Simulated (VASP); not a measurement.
# MgZn2TeSe2 (P-6m2) in VASP: a series of runs, part 2 of 2

VASP 6.6.1. Earlier steps stand in the parts before.

## (3) Single point, PBE

This run uses another cell than the first one, of 26.26 Å³/atom.

Contents of INCAR:

```
SYSTEM = MgZn2TeSe2
  ALGO = Normal
  EDIFF = 1E-6
  ENCUT = 520
  GGA = PE
  ISIF = 2
  ISMEAR = 0
  LASPH = .True.
  LCHARG = .True.
  LELF = .True.
  LREAL = .False.
  LVHAR = .True.
  LWAVE = .False.
  NBANDS = 31
  NELM = 80
  PREC = Accurate
  SIGMA = 0.1
```

Contents of KPOINTS:

```
k-points
0
Gamma
  6 6 2
  0 0 0
```

Contents of POSCAR:

```
MgZn2TeSe2
1.0
    4.1439882629      0.0000000000      0.0000000000
   -2.0719941315      3.5887991087      0.0000000000
    0.0000000000      0.0000000000     10.5937598742
Mg Zn Te Se
1 2 1 2
Direct
    0.3333333333      0.6666666667      0.5000000000
    0.0000000000      0.0000000000      0.1399307162
    0.0000000000      0.0000000000      0.8600692838
    0.6666666667      0.3333333333      0.0000000000
    0.0000000000      0.0000000000      0.6422554034
    0.0000000000      0.0000000000      0.3577445966
```

Potentials or basis: VASP PAW PBE potentials, release 64 (Mg, Zn, Te, Se).

The run is started by

```bash
cat potpaw_PBE.64/Mg/POTCAR potpaw_PBE.64/Zn/POTCAR potpaw_PBE.64/Te/POTCAR potpaw_PBE.64/Se/POTCAR > POTCAR
mpirun -np 1 vasp_std > vasp.out
```

OUTCAR:

```text
SYSTEM = MgZn2TeSe2
   EDIFF = 1E-6
   ENCUT = 520
   GGA = PE
   ISIF = 2
   ISMEAR = 0
   LASPH = .True.
   LREAL = .False.
   NELM = 80
   PREC = Accurate

 ion  position               nearest neighbor table
   1  0.333  0.667  0.500-   5 2.83   6 2.83   5 2.83   6 2.83   5 2.83   6 2.83
   2  0.000  0.000  0.140-   6 2.31   4 2.81   4 2.81   4 2.81   3 2.96
   3  0.000  0.000  0.860-   5 2.31   4 2.81   4 2.81   4 2.81   2 2.96
   4  0.667  0.333  0.000-   2 2.81   3 2.81   2 2.81   3 2.81   2 2.81   3 2.81
   5  0.000  0.000  0.642-   3 2.31   1 2.83   1 2.83   1 2.83
   6  0.000  0.000  0.358-   2 2.31   1 2.83   1 2.83   1 2.83

  LATTYP: Found a hexagonal cell.
 ALAT       =     4.1439882629
 C/A-ratio  =     2.5564164766

  Lattice vectors:

 A1 = (   4.1439882629,   0.0000000000,   0.0000000000)
 A2 = (  -2.0719941315,   3.5887991087,   0.0000000000)
 A3 = (   0.0000000000,   0.0000000000,  10.5937598742)

Analysis of symmetry for initial positions (statically):
[... 169 lines left out ...]
  energy without entropy =      -16.93153248  energy(sigma->0) =      -16.93293093

 E-fermi :   2.4938     XC(G=0):  -8.7949

 val. band max:        2.4666771523   @ k =   0.0000   0.0000   0.5000
 cond. band min:       2.6921653490   @ k =   0.5000   0.0000   0.5000
 fundamental gap:      0.2254881967
 Fermi energy:         2.4938091890

 k-point     1 :       0.0000    0.0000    0.0000
  band No.  band energies     occupation
      1     -10.4371      2.00000
      2      -9.9628      2.00000
      3      -9.4940      2.00000
      4      -5.2352      2.00000
      5      -5.1029      2.00000
      6      -5.1029      2.00000
[... 465 lines left out ...]
     30       9.6199      0.00000
     31       9.7671      0.00000

------------------------ aborting loop because EDIFF is reached ----------------------------------------

  FORCE on cell =-STRESS in cart. coord.  units (eV):
  Direction    XX          YY          ZZ          XY          YZ          ZX
  --------------------------------------------------------------------------------------
  -------------------------------------------------------------------------------------
  Total       -0.0576814     -0.0576814      0.1349869      0.0000000      0.0000000      0.0000000
  in kB       -0.5865814     -0.5865814      1.3727279      0.0000000      0.0000000      0.0000000
  external PRESSURE =       0.0665217 kB  Pullay stress =       0.0000000 kB

 VOLUME and BASIS-vectors are now :
 -----------------------------------------------------------------------------
  energy-cutoff  :      520.00
  volume of cell :      157.55
      direct lattice vectors                 reciprocal lattice vectors
     4.143988263  0.000000000  0.000000000     0.241313425  0.139322371  0.000000000
    -2.071994131  3.588799109  0.000000000     0.000000000  0.278644742  0.000000000
     0.000000000  0.000000000 10.593759874     0.000000000  0.000000000  0.094395192

 POSITION                                       TOTAL-FORCE (eV/Angst)
 -----------------------------------------------------------------------------------
     -0.00000      2.39253      5.29688         0.000000      0.000000      0.000000
      0.00000      0.00000      1.48239         0.000000     -0.000000     -0.005678
      0.00000      0.00000      9.11137        -0.000000     -0.000000      0.005678
      2.07199      1.19627      0.00000        -0.000000      0.000000      0.000000
      0.00000      0.00000      6.80390         0.000000      0.000000     -0.044146
      0.00000      0.00000      3.78986         0.000000      0.000000      0.044146
 -----------------------------------------------------------------------------------
    total drift:                                0.000001     -0.000001     -0.000000

  FREE ENERGIE OF THE ION-ELECTRON SYSTEM (eV)
  ---------------------------------------------------
  free  energy   TOTEN  =       -16.9343293831 eV

  energy  without entropy=      -16.9315324844  energy(sigma->0) =      -16.93293093
```

OSZICAR:

```text
N       E                     dE             d eps       ncg     rms          rms(c)
DAV:   1     0.275871156949E+03    0.27587E+03   -0.18669E+04   868   0.140E+03
DAV:   2     0.122888183166E+02   -0.26358E+03   -0.25096E+03   905   0.312E+02
DAV:   3    -0.175824834162E+02   -0.29871E+02   -0.29218E+02  1052   0.102E+02
DAV:   4    -0.184291765512E+02   -0.84669E+00   -0.84528E+00  1045   0.174E+01
DAV:   5    -0.184415842425E+02   -0.12408E-01   -0.12407E-01  1114   0.196E+00    0.741E+00
DAV:   6    -0.170761890215E+02    0.13654E+01   -0.25881E+00  1317   0.306E+01    0.554E+00
DAV:   7    -0.169420859080E+02    0.13410E+00   -0.16119E+00  1044   0.667E+00    0.251E+00
DAV:   8    -0.169374893614E+02    0.45965E-02   -0.15235E-01   988   0.222E+00    0.102E+00
DAV:   9    -0.169339155690E+02    0.35738E-02   -0.14654E-02  1043   0.767E-01    0.353E-01
DAV:  10    -0.169341130251E+02   -0.19746E-03   -0.14348E-03  1067   0.260E-01    0.192E-01
DAV:  11    -0.169343137173E+02   -0.20069E-03   -0.45173E-04  1017   0.158E-01    0.277E-02
DAV:  12    -0.169343258907E+02   -0.12173E-04   -0.12280E-04  1073   0.117E-01    0.101E-02
DAV:  13    -0.169343278487E+02   -0.19580E-05   -0.15213E-05   974   0.324E-02    0.481E-03
DAV:  14    -0.169343294468E+02   -0.15981E-05   -0.49062E-06  1010   0.106E-02    0.327E-03
DAV:  15    -0.169343293831E+02    0.63697E-07   -0.59751E-07   539   0.861E-03
   1 F= -.16934329E+02 E0= -.16932931E+02  d E =-.279690E-02
```

It took 37 s on 1 thread of Intel Xeon 6975P-C (Granite Rapids), shared host; peak memory 0.31 GiB.

Results:

```yaml
Free_energy: -16.9343 eV
Pressure: 0.0 GPa
Largest_force: 0.044 eV/Å
Band_gap_on_the_k_mesh: zero (bands 22 and 23 overlap by 0.08 eV)
```

Forces on the atoms (eV/Å):
```
Mg   0.000  0.000  0.000
Zn   0.000  0.000 -0.006
Zn   0.000  0.000  0.006
Te   0.000  0.000  0.000
Se   0.000  0.000 -0.044
Se   0.000  0.000  0.044
```

Levels at points of the mesh, in eV from the Fermi level:
```csv
k point,band 20,band 21,band 22,band 23,band 24,band 25
"(0.00, 0.00, 0.00)",-0.79,-0.16,-0.10,-0.10,2.07,4.07
"(0.50, 0.00, 0.00)",-1.68,-1.45,-0.65,0.83,1.62,3.02
"(0.00, 0.00, 0.50)",-0.98,-0.03,-0.03,0.62,2.28,3.90
"(0.50, 0.00, 0.50)",-1.61,-1.58,-0.48,0.20,1.16,3.35
```

Caveat: semilocal functionals underestimate gaps, and a narrow one can read as zero; spin-orbit coupling is left out, which moves the levels of the heavy elements.

## (4) Single point, PBE

This run uses another cell than the first one, of 26.14 Å³/atom.

Contents of INCAR:

```
SYSTEM = MgZn2TeSe2
ALGO = Normal
EDIFF = 1E-6
ENCUT = 520
GGA = PE
ISIF = 2
ISMEAR = 0
LASPH = .TRUE.
LCHARG = .TRUE.
LELF = .TRUE.
LREAL = .FALSE.
LVHAR = .TRUE.
LWAVE = .FALSE.
NBANDS = 31
NELM = 80
PREC = Accurate
SIGMA = 0.1
```

Contents of KPOINTS:

```
k-points
0
G
  12 12 4
  0 0 0
```

Contents of POSCAR:

```
MgZn2TeSe2
1.0
    4.1352725664      0.0000000000      0.0000000000
   -2.0676362832      3.5812510941      0.0000000000
    0.0000000000      0.0000000000     10.5892053320
Mg Zn Te Se
1 2 1 2
Direct
    0.3333333333      0.6666666667      0.5000000000
    0.0000000000      0.0000000000      0.1406388754
    0.0000000000      0.0000000000      0.8593611246
    0.6666666667      0.3333333333      0.0000000000
    0.0000000000      0.0000000000      0.6414629078
    0.0000000000      0.0000000000      0.3585370922
```

The run is started by

```bash
cat potpaw_PBE.64/Mg/POTCAR potpaw_PBE.64/Zn/POTCAR potpaw_PBE.64/Te/POTCAR potpaw_PBE.64/Se/POTCAR > POTCAR
mpirun -np 1 vasp_std > vasp.out
```

Run time: 2.3 min. Hardware: 1 thread of Intel Xeon 6975P-C (Granite Rapids), shared host; peak memory 0.47 GiB.

It converged, with:

```
Free energy            : -16.9886 eV
Pressure               : 0.0 GPa
Largest force          : 0.047 eV/Å
Band gap on the k mesh : zero (bands 22 and 23 overlap by 0.08 eV)
```

Forces on the atoms (eV/Å):
```
Mg   0.000  0.000  0.000
Zn   0.000  0.000 -0.018
Zn   0.000  0.000  0.018
Te   0.000  0.000  0.000
Se   0.000  0.000 -0.047
Se   0.000  0.000  0.047
```

Stress tensor (GPa, compression positive):
```
-0.01  0.00  0.00
 0.00 -0.01  0.00
 0.00  0.00  0.16
```

Levels at points of the mesh, in eV from the Fermi level:
| k point | band 20 | band 21 | band 22 | band 23 | band 24 | band 25 |
| --- | --- | --- | --- | --- | --- | --- |
| (0.00, 0.00, 0.00) | -0.84 | -0.19 | -0.15 | -0.15 | 2.04 | 4.04 |
| (0.50, 0.00, 0.00) | -1.74 | -1.53 | -0.71 | 0.79 | 1.55 | 2.97 |
| (0.00, 0.00, 0.50) | -1.06 | -0.08 | -0.08 | 0.61 | 2.24 | 3.85 |
| (0.50, 0.00, 0.50) | -1.69 | -1.63 | -0.54 | 0.12 | 1.13 | 3.31 |

Caveat: semilocal functionals underestimate gaps, and a narrow one can read as zero; spin-orbit coupling is left out, which moves the levels of the heavy elements.

## (5) Relaxation of cell and atoms, PBE

Contents of INCAR:

```
SYSTEM = MgZn2TeSe2
  ALGO = Normal
  EDIFF = 1E-6
  EDIFFG = -0.04
  ENCUT = 600
  GGA = PE
  IBRION = 2
  ISIF = 3
  ISMEAR = 0
  LASPH = .True.
  LCHARG = .False.
  LREAL = .False.
  LWAVE = .False.
  NELM = 80
  NSW = 90
  PREC = Accurate
  SIGMA = 0.1
```

Contents of KPOINTS:

```
k-points
0
Gamma
  6 6 2
  0 0 0
```

Contents of POSCAR:

```
MgZn2TeSe2
1.0
    4.7235380600      0.0000000000      0.0000000000
   -2.3617690300      4.0907039500      0.0000000000
    0.0000000000      0.0000000000      7.8786425300
Mg Zn Te Se
1 2 1 2
Direct
    0.3333333300      0.6666666700      0.5000000000
    0.0000000000      0.0000000000      0.1833236100
    0.0000000000      0.0000000000      0.8166763900
    0.6666666700      0.3333333300      0.0000000000
    0.0000000000      0.0000000000      0.6101286900
    0.0000000000      0.0000000000      0.3898713100
```

The run is started by

```bash
cat potpaw_PBE.64/Mg/POTCAR potpaw_PBE.64/Zn/POTCAR potpaw_PBE.64/Te/POTCAR potpaw_PBE.64/Se/POTCAR > POTCAR
mpirun -np 1 vasp_std > vasp.out
```

Run time: 31 min. Hardware: 1 thread of Intel Xeon 6975P-C (Granite Rapids), shared host; peak memory 0.41 GiB.

Results (log left out):

- Free energy: -16.9268 eV
- Relaxed volume: 26.18 Å³/atom
- Relaxed cell: a = 4.139 Å, b = 4.139 Å, c = 10.590 Å, α = 90.00°, β = 90.00°, γ = 120.00°
- Space group after relaxing (to 0.1 Å): P-6m2 (No. 187)
- Pressure after relaxing: 0.1 GPa
- Largest force after relaxing: 0.025 eV/Å
- Band gap on the k mesh: zero (bands 22 and 23 overlap by 0.08 eV)

Forces on the atoms (eV/Å):
```
Mg   0.000  0.000  0.000
Zn   0.000  0.000  0.007
Zn   0.000  0.000 -0.007
Te   0.000  0.000  0.000
Se   0.000  0.000  0.025
Se   0.000  0.000 -0.025
```

Stress tensor (GPa, compression positive):
```
0.06 0.00 0.00
0.00 0.06 0.00
0.00 0.00 0.23
```

Final structure:
```
Mg Zn Te Se
1.0
     4.13854    0.00000    0.00000
    -2.06927    3.58408    0.00000
     0.00000    0.00000   10.58976
Mg Zn Te Se
1 2 1 2
Direct
  0.33333 0.66667 0.50000
  0.00000 0.00000 0.85960
  0.00000 0.00000 0.14040
  0.66667 0.33333 0.00000
  0.00000 0.00000 0.64160
  0.00000 0.00000 0.35840
```

Levels at points of the mesh, in eV from the Fermi level:
```tsv
k point	band 18	band 19	band 20	band 21	band 22	band 23	band 24	band 25	band 26
(0.00, 0.00, 0.00)	-0.84	-0.84	-0.78	-0.14	-0.10	-0.10	2.08	4.09	4.10
(0.50, 0.00, 0.00)	-2.68	-2.55	-1.69	-1.47	-0.65	0.84	1.62	3.02	3.37
(0.00, 0.00, 0.50)	-1.29	-1.00	-1.00	-0.03	-0.03	0.66	2.28	3.90	4.38
(0.50, 0.00, 0.50)	-2.51	-2.38	-1.64	-1.58	-0.48	0.18	1.18	3.36	3.77
```

Caveat: the k points lie up to 0.30 Å⁻¹ apart in the final cell; semilocal functionals underestimate gaps, and a narrow one can read as zero; a cell axis changed by over 15 % at a fixed basis, so the end point is rough; spin-orbit coupling is left out, which moves the levels of the heavy elements.

## (6) Relaxation of cell and atoms, PBE

This run uses another cell than the first one, of 26.26 Å³/atom.

Contents of INCAR:

```
SYSTEM = MgZn2TeSe2
PREC     = Accurate       ! precision mode
ENCUT    = 600            ! plane-wave cutoff, eV
EDIFF    = 1E-6           ! SCF threshold, eV
ISMEAR   = 0              ! smearing method
SIGMA    = 0.1            ! smearing width, eV
LREAL    = .FALSE.        ! projectors in reciprocal space
LASPH    = .TRUE.         ! aspherical terms in the spheres
NELM     = 80             ! most SCF steps
ALGO     = Normal         ! electronic algorithm
ISIF     = 3              ! what is computed and relaxed
LWAVE    = .FALSE.        ! write WAVECAR
LCHARG   = .FALSE.        ! write CHGCAR
GGA      = PE             ! functional
IBRION   = 2              ! ionic algorithm
NSW      = 100            ! ionic steps
EDIFFG   = -0.01          ! ionic threshold
```

Contents of KPOINTS:

```
regular mesh
0
G
  12 12 4
  0 0 0
```

Contents of POSCAR:

```
MgZn2TeSe2
1.0
    4.1439882629      0.0000000000      0.0000000000
   -2.0719941315      3.5887991087      0.0000000000
    0.0000000000      0.0000000000     10.5937598742
Mg Zn Te Se
1 2 1 2
Direct
    0.3333333333      0.6666666667      0.5000000000
    0.0000000000      0.0000000000      0.1399307162
    0.0000000000      0.0000000000      0.8600692838
    0.6666666667      0.3333333333      0.0000000000
    0.0000000000      0.0000000000      0.6422554034
    0.0000000000      0.0000000000      0.3577445966
```

Potentials or basis: VASP PAW PBE potentials, release 64 (Mg, Zn, Te, Se).

The run is started by

```bash
cat potpaw_PBE.64/Mg/POTCAR potpaw_PBE.64/Zn/POTCAR potpaw_PBE.64/Te/POTCAR potpaw_PBE.64/Se/POTCAR > POTCAR
mpirun -np 1 vasp_std > vasp.out
```

Wall time 11 min (1 thread of Intel Xeon 6975P-C (Granite Rapids), shared host); peak memory 0.6 GiB.

Results (log left out):

```
Free energy                           : -16.9886 eV
Relaxed volume                        : 26.15 Å³/atom
Relaxed cell                          : a = 4.135 Å, b = 4.135 Å, c = 10.598 Å, α = 90.00°, β = 90.00°, γ = 120.00°
Space group after relaxing (to 0.1 Å) : P-6m2 (No. 187)
Energy gained by relaxing             : 0.3 meV/atom
Ionic steps                           : 9
Pressure after relaxing               : 0.0 GPa
Largest force after relaxing          : 0.005 eV/Å
Band gap on the k mesh                : zero (bands 22 and 23 overlap by 0.08 eV)
```

Forces on the atoms (eV/Å):
```
Mg   0.000  0.000  0.000
Zn   0.000  0.000  0.002
Zn   0.000  0.000 -0.002
Te   0.000  0.000  0.000
Se   0.000  0.000  0.005
Se   0.000  0.000 -0.005
```

Step by step:
```
step  energy change (eV)  largest force (eV/Å)  pressure (GPa)  volume (Å³)
   1              0.0000                0.1145           -0.16       157.55
   2             -0.0012                0.0444           -0.01       156.95
   3             -0.0013                0.0553            0.01       156.79
   4             -0.0013                0.0604            0.06       156.71
   5             -0.0013                0.0579            0.03       156.75
   6             -0.0016                0.0313            0.05       156.75
   7             -0.0018                0.0121            0.06       156.75
   8             -0.0019                0.0100           -0.03       156.96
   9             -0.0019                0.0048           -0.01       156.91
```

Final structure:
```
Mg Zn Te Se
1.0
     4.13473    0.00000    0.00000
    -2.06736    3.58078    0.00000
     0.00000    0.00000   10.59805
Mg Zn Te Se
1 2 1 2
Direct
  0.33333 0.66667 0.50000
  0.00000 0.00000 0.14083
  0.00000 0.00000 0.85917
  0.66667 0.33333 0.00000
  0.00000 0.00000 0.64108
  0.00000 0.00000 0.35892
```

Levels at points of the mesh, in eV from the Fermi level:
```csv
k point,band 19,band 20,band 21,band 22,band 23,band 24,band 25,band 26
"(0.00, 0.00, 0.00)",-0.90,-0.84,-0.18,-0.15,-0.15,2.04,4.05,4.05
"(0.50, 0.00, 0.00)",-2.60,-1.75,-1.53,-0.70,0.80,1.55,2.98,3.31
"(0.00, 0.00, 0.50)",-1.06,-1.06,-0.08,-0.08,0.62,2.24,3.85,4.17
"(0.50, 0.00, 0.50)",-2.44,-1.70,-1.63,-0.53,0.10,1.14,3.31,3.72
```

Caveat: semilocal functionals underestimate gaps, and a narrow one can read as zero; spin-orbit coupling is left out, which moves the levels of the heavy elements.

## (7) The runs side by side

```tsv
task	cell	k mesh	cutoff (eV)	gap on the mesh (eV)	pressure (GPa)	relaxed volume (Å³/atom)	largest force (eV/Å)
single point	a = 4.724, b = 4.724, c = 7.879 Å, angles 90.0, 90.0, 120.0°, 6 atoms, atomic positions A	6 × 6 × 2	520	none	57.0	-	32.99
single point	a = 4.144, b = 4.144, c = 10.594 Å, angles 90.0, 90.0, 120.0°, 6 atoms, atomic positions B	6 × 6 × 2	520	none	0.0	-	0.04
single point	a = 4.135, b = 4.135, c = 10.589 Å, angles 90.0, 90.0, 120.0°, 6 atoms, atomic positions C	12 × 12 × 4	520	none	0.0	-	0.05
relaxation of cell and atoms	relaxed from a = 4.724, b = 4.724, c = 7.879 Å, angles 90.0, 90.0, 120.0°, 6 atoms, atomic positions A	6 × 6 × 2	600	none	0.1	26.18	0.02
relaxation of cell and atoms	relaxed from a = 4.144, b = 4.144, c = 10.594 Å, angles 90.0, 90.0, 120.0°, 6 atoms, atomic positions B	12 × 12 × 4	600	none	0.0	26.15	-
```

Alike in all rows: level PBE; potentials or basis VASP PAW PBE potentials, release 64 (Mg, Zn, Te, Se); no spin polarisation; smearing gaussian 0.1 eV.

Caveats: some runs use coarse meshes; spin-orbit coupling is left out, which moves the levels of the heavy elements; semilocal functionals underestimate gaps, and a narrow one can read as zero (at least some runs); atoms lie so close that the PAW spheres overlap strongly, which falsifies energies and pressures (at least some runs); forces of over 1 eV/Å act on the atoms, so gaps and moduli don't describe the material at rest (at least some runs); a cell axis changed by over 15 % at a fixed basis, so the end point is rough (at least some runs).

Absolute energies hang on the potentials; compare differences alone.

The gap in the log of VASP goes by the Fermi energy; the results here count the filled bands.